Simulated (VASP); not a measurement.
# KPd2Se2I (I4/mmm) in VASP: notebook

KPd2Se2I is run at these levels: PBE; tasks: single point, relaxation of cell and atoms.

All numbers are computed with VASP 6.6.1; they aren't measurements. Logs are shortened: lines on timing, memory, paths and dates and some standing lists are left out, and cuts for length are marked.

**1. The cell of the first run**

It takes space group I4/mmm (No. 139, tetragonal). Conventional cell: a = 4.840 Å, b = 4.840 Å, c = 14.582 Å, α = 90.00°, β = 90.00°, γ = 90.00°. K (site symmetry 4/mmm) has 4 I at 3.42 Å and 8 Se at 4.38 Å and 10 Pd at 4.44 to 4.45 Å within 4.5 Å. Within 3.4 Å of Pd (site symmetry 4mm) lie 4 Se at 2.55 Å and 1 I at 2.85 Å. Se (site symmetry -4m2) has 4 Pd at 2.55 Å and 4 Se at 3.42 Å within 3.5 Å. Within 3.8 Å of I (site symmetry 4/mmm) lie 2 Pd at 2.85 Å and 4 K at 3.42 Å.

The cell was built from a structure type or drawn by symmetry, and may not be a known phase.

**2. Single point, PBE**

INCAR reads:

```
PREC = Accurate ; ENCUT = 520
EDIFF = 1E-7 ; ISMEAR = 0
SIGMA = 0.15 ; LREAL = False
LASPH = True ; NELM = 80
ALGO = Normal ; ISIF = 2
LWAVE = False ; LCHARG = True
GGA = PE ; LELF = True
LVHAR = True ; NBANDS = 33
```

KPOINTS reads:

```
regular mesh
0
Gamma
  4 4 4
```

POSCAR reads:

```
KPd2Se2I
1.0
   -2.4199065426      2.4199065426      7.2909681574
    2.4199065426     -2.4199065426      7.2909681574
    2.4199065426      2.4199065426     -7.2909681574
K Pd Se I
1 2 2 1
Direct
    0.0000000000      0.0000000000      0.0000000000
    0.3044521773      0.3044521773      0.0000000000
    0.6955478227      0.6955478227      0.0000000000
    0.2500000000      0.7500000000      0.5000000000
    0.7500000000      0.2500000000      0.5000000000
    0.5000000000      0.5000000000      0.0000000000
```

Potentials or basis: VASP PAW PBE potentials, release 64 (K_sv, Pd, Se, I).

Launch:

```sh
$ cat potpaw_PBE.64/K_sv/POTCAR potpaw_PBE.64/Pd/POTCAR potpaw_PBE.64/Se/POTCAR potpaw_PBE.64/I/POTCAR > POTCAR
$ mpirun -np 1 vasp_std > vasp.out
```

OUTCAR:

```text
PREC = Accurate
   ENCUT = 520
   EDIFF = 1E-7
   ISMEAR = 0
   LREAL = False
   LASPH = True
   NELM = 80
   ISIF = 2
   GGA = PE

 ion  position               nearest neighbor table
   1  0.000  0.000  0.000-   6 3.42   6 3.42   6 3.42   6 3.42
   2  0.304  0.304  0.000-   4 2.55   5 2.55   4 2.55   5 2.55   6 2.85
   3  0.696  0.696  0.000-   4 2.55   5 2.55   4 2.55   5 2.55   6 2.85
   4  0.250  0.750  0.500-   2 2.55   3 2.55   2 2.55   3 2.55
   5  0.750  0.250  0.500-   2 2.55   3 2.55   2 2.55   3 2.55
   6  0.500  0.500  0.000-   2 2.85   3 2.85   1 3.42   1 3.42   1 3.42   1 3.42

  LATTYP: Found a body centered tetragonal cell.
 ALAT       =     4.8398130852
 C/A-ratio  =     3.0129131142

  Lattice vectors:

 A1 = (  -2.4199065426,   2.4199065426,   7.2909681574)
 A2 = (   2.4199065426,  -2.4199065426,   7.2909681574)
 A3 = (   2.4199065426,   2.4199065426,  -7.2909681574)

Analysis of symmetry for initial positions (statically):
=====================================================================
 Subroutine PRICEL returns:
 Original cell was already a primitive cell.

 Routine SETGRP: Setting up the symmetry group for a
 body centered tetragonal supercell.

 Subroutine GETGRP returns: Found 16 space group operations
 (whereof 16 operations were pure point group operations)
 out of a pool of 16 trial point group operations.

The static configuration has the point symmetry D_4h.

Analysis of symmetry for dynamics (positions and initial velocities):
=====================================================================
 Subroutine PRICEL returns:
 Original cell was already a primitive cell.

 Routine SETGRP: Setting up the symmetry group for a
 body centered tetragonal supercell.

 Subroutine GETGRP returns: Found 16 space group operations
 (whereof 16 operations were pure point group operations)
 out of a pool of 16 trial point group operations.

The dynamic configuration has the point symmetry D_4h.

 Subroutine INISYM returns: Found 16 space group operations
 (whereof 16 operations are pure point group operations),
 and found     1 'primitive' translations

----------------------------------------------------------------------------------------

                                     Primitive cell

[... 85 lines left out ...]
   NELM   =     80;   NELMIN=  2; NELMDL= -5     # of ELM steps
   EDIFF  = 0.1E-06   stopping-criterion for ELM
   LREAL  =      F    real-space projection
   EDIFFG = 0.1E-05   stopping-criterion for IOM
   NSW    =      0    number of steps for IOM
   IBRION =     -1    ionic relax: 0-MD 1-quasi-New 2-CG
   NFREE  =      0    steps in history (QN), initial steepest desc. (CG)
   ISIF   =      2    stress and relaxation
   ISYM   =      2    0-nonsym 1-usesym 2-fastsym
   POTIM  = 0.5000    time-step for ionic-motion
   TEBEG  =    0.0;   TEEND  =   0.0 temperature during run
   PSTRESS=    0.0 pullay stress
   NELECT =      48.0000    total number of electrons
   NUPDOWN=      -1.0000    fix difference up-down
   EMIN   =  10.00;   EMAX   =-10.00  energy-range for DOS
   EFERMI =   0.00;   METHOD = LEGACY
   ISMEAR =     0;   SIGMA  =   0.15  broadening in eV -4-tet -1-fermi 0-gaus
   EFERMI_NEDOS =   21; number of points for ismear=-14 and -15
   IALGO  =     38    algorithm
   IMIX   =      4    mixing-type and parameters
     AMIX     =   0.40;   BMIX     =  1.00
     AMIX_MAG =   1.60;   BMIX_MAG =  1.00
  volume/ion in A,a.u.               =      28.46       192.08
  Fermi-wavevector in a.u.,A,eV,Ry     =   1.072361  2.026469 15.646138  1.149959
  Thomas-Fermi vector in A             =   2.208129
   LORBIT       =      0    0 simple, 1 ext, 2 COOP (PROOUT), +10 PAW based schemes
   GGA     = PE    functional components
   LHFCALC =     F    Hartree Fock is set to
   AEXX    =    0.0000 exact exchange contribution
   IVDW    =     0    specifies the selected vdW correction
   LEPSILON=     F    determine dielectric tensor
   LRPA    =     F    only Hartree local field effects (RPA)
 non-spin polarized calculation
 Gauss-broadening in eV      SIGMA  =   0.15
  energy-cutoff  :      520.00
  volume of cell :      170.78
 maximum number of plane-waves:      4640
   NGX = 29   NGY = 29   NGZ = 29

 number of electron      48.0000002 magnetization

 Free energy of the ion-electron system (eV)
  ---------------------------------------------------
  ext. energy  EPLUGINS =         0.00000000
  ---------------------------------------------------
  free energy    TOTEN  =       -23.23349285 eV

  energy without entropy =      -23.19591578  energy(sigma->0) =      -23.21470431

 E-fermi :   3.4554     XC(G=0):  -8.8160

 val. band max:        3.3933174441   @ k =   0.5000   0.5000   0.5000
 cond. band min:       3.4565569679   @ k =  -0.2500  -0.2500   0.2500
 fundamental gap:      0.0632395238
 Fermi energy:         3.4554045509

 k-point     1 :       0.0000    0.0000    0.0000
  band No.  band energies     occupation
      1     -27.0807      2.00000
      2     -10.5807      2.00000
      3     -10.5720      2.00000
      4     -10.5720      2.00000
      5     -10.3700      2.00000
      6      -9.3731      2.00000
[... 457 lines left out ...]
     32       8.5519      0.00000
     33       9.0725      0.00000

------------------------ aborting loop because EDIFF is reached ----------------------------------------

  FORCE on cell =-STRESS in cart. coord.  units (eV):
  Direction    XX          YY          ZZ          XY          YZ          ZX
  --------------------------------------------------------------------------------------
  -------------------------------------------------------------------------------------
  Total        0.0008320      0.0008320      0.5618038      0.0000000      0.0000000      0.0000000
  in kB        0.0078052      0.0078052      5.2705125      0.0000000      0.0000000      0.0000000
  external PRESSURE =       1.7620410 kB  Pullay stress =       0.0000000 kB

 VOLUME and BASIS-vectors are now :
 -----------------------------------------------------------------------------
  energy-cutoff  :      520.00
  volume of cell :      170.78
      direct lattice vectors                 reciprocal lattice vectors
    -2.419906543  2.419906543  7.290968157     0.000000000  0.206619550  0.068577998
     2.419906543 -2.419906543  7.290968157     0.206619550  0.000000000  0.068577998
     2.419906543  2.419906543 -7.290968157     0.206619550  0.206619550  0.000000000

 POSITION                                       TOTAL-FORCE (eV/Angst)
 -----------------------------------------------------------------------------------
      0.00000      0.00000      0.00000        -0.000000     -0.000000      0.000000
      0.00000      0.00000      4.43950         0.000000      0.000000      0.011422
      0.00000      0.00000     10.14243         0.000000      0.000000     -0.011422
      2.41991     -0.00000      3.64548        -0.000000     -0.000000      0.000000
     -0.00000      2.41991      3.64548        -0.000000     -0.000000     -0.000000
      0.00000      0.00000      7.29097        -0.000000     -0.000000      0.000000
 -----------------------------------------------------------------------------------
    total drift:                                0.000000      0.000000     -0.000000

  FREE ENERGIE OF THE ION-ELECTRON SYSTEM (eV)
  ---------------------------------------------------
  free  energy   TOTEN  =       -23.2334928480 eV

  energy  without entropy=      -23.1959157788  energy(sigma->0) =      -23.21470431
```

OSZICAR:

```text
N       E                     dE             d eps       ncg     rms          rms(c)
DAV:   1     0.297159500983E+03    0.29716E+03   -0.21043E+04   858   0.128E+03
DAV:   2    -0.418548098893E+01   -0.30134E+03   -0.28341E+03   990   0.279E+02
DAV:   3    -0.229251771345E+02   -0.18740E+02   -0.18423E+02  1076   0.664E+01
DAV:   4    -0.235958467629E+02   -0.67067E+00   -0.66949E+00  1307   0.107E+01
DAV:   5    -0.236044976997E+02   -0.86509E-02   -0.86475E-02  1195   0.120E+00    0.106E+01
DAV:   6    -0.233462109189E+02    0.25829E+00   -0.17448E+00   937   0.106E+01    0.663E+00
DAV:   7    -0.232573192896E+02    0.88892E-01   -0.60760E-01  1059   0.691E+00    0.376E+00
DAV:   8    -0.232349014872E+02    0.22418E-01   -0.75023E-02  1067   0.189E+00    0.512E-01
DAV:   9    -0.232328456425E+02    0.20558E-02   -0.21301E-02  1140   0.100E+00    0.188E-01
DAV:  10    -0.232333246086E+02   -0.47897E-03   -0.30409E-03  1081   0.350E-01    0.808E-02
DAV:  11    -0.232334587177E+02   -0.13411E-03   -0.50915E-04  1164   0.109E-01    0.508E-02
DAV:  12    -0.232334961828E+02   -0.37465E-04   -0.14414E-04  1083   0.775E-02    0.195E-02
DAV:  13    -0.232334924193E+02    0.37635E-05   -0.36130E-05  1188   0.438E-02    0.104E-02
DAV:  14    -0.232334929834E+02   -0.56406E-06   -0.50581E-06  1100   0.103E-02    0.360E-03
DAV:  15    -0.232334928509E+02    0.13251E-06   -0.68311E-07  1034   0.591E-03    0.167E-03
DAV:  16    -0.232334928480E+02    0.29022E-08   -0.80193E-08   754   0.162E-03
   1 F= -.23233493E+02 E0= -.23214704E+02  d E =-.375771E-01
```

Wall time 7.5 min (1 thread of AMD EPYC 7R13, shared host); peak memory 0.51 GiB.

Results:

| Item | Value |
| --- | --- |
| Free energy | -23.2335 eV |
| Pressure | 0.2 GPa |
| Largest force | 0.011 eV/Å |
| Band gap on the k mesh | zero (bands 24 and 25 overlap by 0.46 eV) |

Forces on the atoms (eV/Å):
```
K    0.000  0.000  0.000
Pd   0.000  0.000  0.011
Pd   0.000  0.000 -0.011
Se   0.000  0.000  0.000
Se   0.000  0.000  0.000
I    0.000  0.000  0.000
```

Stress tensor (GPa, compression positive):
```
0.00 0.00 0.00
0.00 0.00 0.00
0.00 0.00 0.53
```

Caveat: spin-orbit coupling is left out, which moves the levels of the heavy elements.

**3. Single point, PBE**

This run uses another cell than the first one, of 28.66 Å³/atom.

INCAR reads:

```
PREC     = Accurate       # precision mode
ENCUT    = 520            # plane-wave cutoff, eV
EDIFF    = 1E-6           # SCF threshold, eV
ISMEAR   = 0              # smearing method
SIGMA    = 0.2            # smearing width, eV
LREAL    = F              # projectors in reciprocal space
LASPH    = T              # aspherical terms in the spheres
NELM     = 100            # most SCF steps
ALGO     = Normal         # electronic algorithm
ISIF     = 2              # what is computed and relaxed
LWAVE    = F              # write WAVECAR
LCHARG   = T              # write CHGCAR
GGA      = PE             # functional
LELF     = T              # ELF
LVHAR    = T            
NBANDS   = 33             # bands
```

KPOINTS reads:

```
regular mesh
0
Gamma
  6 6 6
```

POSCAR reads:

```
KPd2Se2I
1.0
    0.0000000000     -4.8397369903      0.0000000000
    4.8397369903      0.0000000000      0.0000000000
   -2.4198684952      2.4198684952      7.3415357358
K Pd Se I
1 2 2 1
Direct
    0.0000000000      0.0000000000      0.0000000000
    0.3035130255      0.3035130255      0.6070260509
    0.6964869745      0.6964869745      0.3929739491
    0.2500000000      0.7500000000      0.5000000000
    0.7500000000      0.2500000000      0.5000000000
    0.5000000000      0.5000000000      1.0000000000
```

Potentials or basis: VASP PAW PBE potentials, release 64 (K_sv, Pd, Se, I).

Launch:

```sh
$ cat potpaw_PBE.64/K_sv/POTCAR potpaw_PBE.64/Pd/POTCAR potpaw_PBE.64/Se/POTCAR potpaw_PBE.64/I/POTCAR > POTCAR
$ mpirun -np 1 vasp_std > vasp.out
```

Run time: 4.9 min. Hardware: 1 thread of AMD EPYC 7R13, shared host; peak memory 0.35 GiB.

Results (log left out):

| Property | Result |
| --- | --- |
| Free energy | -23.2984 eV |
| Pressure | 0.1 GPa |
| Largest force | 0.048 eV/Å |
| Band gap on the k mesh | zero (bands 24 and 25 overlap by 0.37 eV) |

Forces in eV/Å, atoms in the order of the input:
```
K    0.000  0.000  0.000
Pd   0.000  0.000  0.048
Pd   0.000  0.000 -0.048
Se   0.000  0.000  0.000
Se   0.000  0.000  0.000
I    0.000  0.000  0.000
```

Stress tensor (GPa, compression positive):
```
0.02 0.00 0.00
0.00 0.02 0.00
0.00 0.00 0.11
```

Levels at points of the mesh, in eV from the Fermi level:
| k point | band 20 | band 21 | band 22 | band 23 | band 24 | band 25 | band 26 | band 27 | band 28 | band 29 |
| --- | --- | --- | --- | --- | --- | --- | --- | --- | --- | --- |
| (0.00, 0.00, 0.00) | -1.27 | -1.19 | -1.19 | 0.16 | 0.16 | 0.41 | 0.73 | 2.09 | 2.70 | 3.80 |
| (0.50, 0.00, 0.00) | -1.90 | -1.49 | -0.60 | -0.49 | -0.23 | -0.11 | 0.24 | 4.23 | 4.73 | 5.05 |
| (0.50, 0.50, 0.00) | -1.74 | -1.56 | -1.33 | -1.33 | -0.84 | 2.56 | 2.56 | 3.19 | 4.03 | 4.65 |
| (0.00, 0.00, 0.50) | -1.04 | -1.01 | -0.71 | -0.71 | -0.04 | -0.04 | 0.46 | 2.40 | 3.47 | 3.76 |

Caveat: spin-orbit coupling is left out, which moves the levels of the heavy elements.

**4. Relaxation of cell and atoms, PBE**

This run uses another cell than the first one, of 24.76 Å³/atom.

INCAR reads:

```
  ALGO = Normal
  EDIFF = 1E-6
  EDIFFG = -0.08
  ENCUT = 600
  GGA = PE
  IBRION = 2
  ISIF = 3
  ISMEAR = 0
  LASPH = T
  LCHARG = F
  LREAL = F
  LWAVE = F
  NELM = 80
  NSW = 36
  PREC = Accurate
  SIGMA = 0.15
```

KPOINTS reads:

```
k-points
0
Gamma
  4 4 4
```

POSCAR reads:

```
KPd2Se2I
1.0
   -2.4128647200      2.4128647200      6.3782929800
    2.4128647200     -2.4128647200      6.3782929800
    2.4128647200      2.4128647200     -6.3782929800
K Pd Se I
1 2 2 1
Direct
    0.0000000000      0.0000000000      0.0000000000
    0.3525790000      0.3525790000      0.0000000000
    0.6474210000      0.6474210000      0.0000000000
    0.2500000000      0.7500000000      0.5000000000
    0.7500000000      0.2500000000      0.5000000000
    0.5000000000      0.5000000000      0.0000000000
```

Launch:

```sh
$ cat potpaw_PBE.64/K_sv/POTCAR potpaw_PBE.64/Pd/POTCAR potpaw_PBE.64/Se/POTCAR potpaw_PBE.64/I/POTCAR > POTCAR
$ mpirun -np 1 vasp_std > vasp.out
```

Run time: 33 min. Hardware: 1 thread of AMD EPYC 7R13, shared host; peak memory 0.57 GiB.

It converged, with:

| Item | Value |
| --- | --- |
| Free energy | -23.2318 eV |
| Relaxed volume | 28.52 Å³/atom |
| Relaxed cell | a = 8.089 Å, b = 8.089 Å, c = 8.089 Å, α = 145.25°, β = 145.25°, γ = 49.96° |
| Space group after relaxing (to 0.1 Å) | I4/mmm (No. 139) |
| Energy gained by relaxing | 2127.7 meV/atom |
| Ionic steps | 10 |
| Pressure after relaxing | 0.2 GPa |
| Largest force after relaxing | 0.055 eV/Å |
| Band gap on the k mesh | zero (bands 24 and 25 overlap by 0.42 eV) |

Forces on the atoms (eV/Å):
```
K    0.000  0.000  0.000
Pd   0.000  0.000  0.055
Pd   0.000  0.000 -0.055
Se   0.000  0.000  0.000
Se   0.000  0.000  0.000
I    0.000  0.000  0.000
```

Stress tensor (GPa, compression positive):
```
0.15 0.00 0.00
0.00 0.15 0.00
0.00 0.00 0.36
```

The path:
```csv
step,energy change (eV),largest force (eV/Å),pressure (GPa),volume (Å³)
1,0.0000,26.5598,36.42,148.54
2,-11.1845,0.0551,1.79,270.90
3,-11.2332,0.0605,1.97,267.71
4,-11.2676,0.0051,2.09,265.12
5,-11.6137,0.6554,2.15,243.47
6,-12.3899,0.8728,0.16,195.79
7,-12.7660,0.1214,0.13,172.11
8,-12.7635,0.0225,0.34,170.07
9,-12.7666,0.0879,0.19,171.58
10,-12.7665,0.0555,0.22,171.12
```

Final structure:
```
CELL_PARAMETERS angstrom
-2.41545 2.41545 7.33236
2.41545 -2.41545 7.33236
2.41545 2.41545 -7.33236
ATOMIC_POSITIONS crystal
K 0.00000 0.00000 0.00000
Pd 0.30436 0.30436 0.00000
Pd 0.69564 0.69564 0.00000
Se 0.25000 0.75000 0.50000
Se 0.75000 0.25000 0.50000
I 0.50000 0.50000 0.00000
```

Levels at points of the mesh, in eV from the Fermi level:
| k point | band 20 | band 21 | band 22 | band 23 | band 24 | band 25 | band 26 | band 27 | band 28 |
| --- | --- | --- | --- | --- | --- | --- | --- | --- | --- |
| (0.00, 0.00, 0.00) | -1.30 | -1.21 | -1.21 | 0.16 | 0.16 | 0.40 | 0.73 | 2.05 | 2.68 |
| (0.50, 0.00, 0.00) | -1.92 | -1.53 | -0.64 | -0.51 | -0.24 | -0.13 | 0.22 | 4.19 | 4.71 |
| (0.50, 0.50, 0.00) | -1.76 | -1.59 | -1.41 | -1.41 | -0.87 | 2.52 | 2.52 | 3.17 | 3.99 |
| (0.50, 0.50, 0.50) | -1.06 | -1.04 | -0.71 | -0.71 | -0.05 | -0.05 | 0.45 | 2.39 | 3.73 |

Caveat: the volume moved by over 15 % at a fixed basis, so the end points are rough; spin-orbit coupling is left out, which moves the levels of the heavy elements; the relaxation stopped at a loose force limit of 0.08 eV/Å, so its end isn't a converged minimum.

**5. The runs side by side**

```csv
task,cell,k mesh,cutoff (eV),smearing,gap on the mesh (eV),pressure (GPa),largest force (eV/Å)
single point,"a = 8.054 Å, angles 145.0, 145.0, 50.3°, 6 atoms, atomic positions A",4 × 4 × 4,520,gaussian 0.15 eV,none,0.2,0.01
single point,"a = 4.840, b = 4.840, c = 8.100 Å, angles 107.4, 107.4, 90.0°, 6 atoms, atomic positions B",6 × 6 × 6,520,gaussian 0.2 eV,none,0.1,0.05
relaxation of cell and atoms,"relaxed from a = 7.234 Å, angles 141.0, 141.0, 56.3°, 6 atoms, atomic positions C",4 × 4 × 4,600,gaussian 0.15 eV,none,0.2,0.06
```

Alike in all rows: level PBE; potentials or basis VASP PAW PBE potentials, release 64 (K_sv, Pd, Se, I); no spin polarisation.

Caveats: spin-orbit coupling is left out, which moves the levels of the heavy elements; the volume moved by over 15 % at a fixed basis, so the end points are rough (at least some runs); the relaxation stopped at a loose force limit of 0.08 eV/Å, so its end isn't a converged minimum (at least some runs).

Total energies depend on the potentials used, so only differences within one code and one set of settings carry meaning.
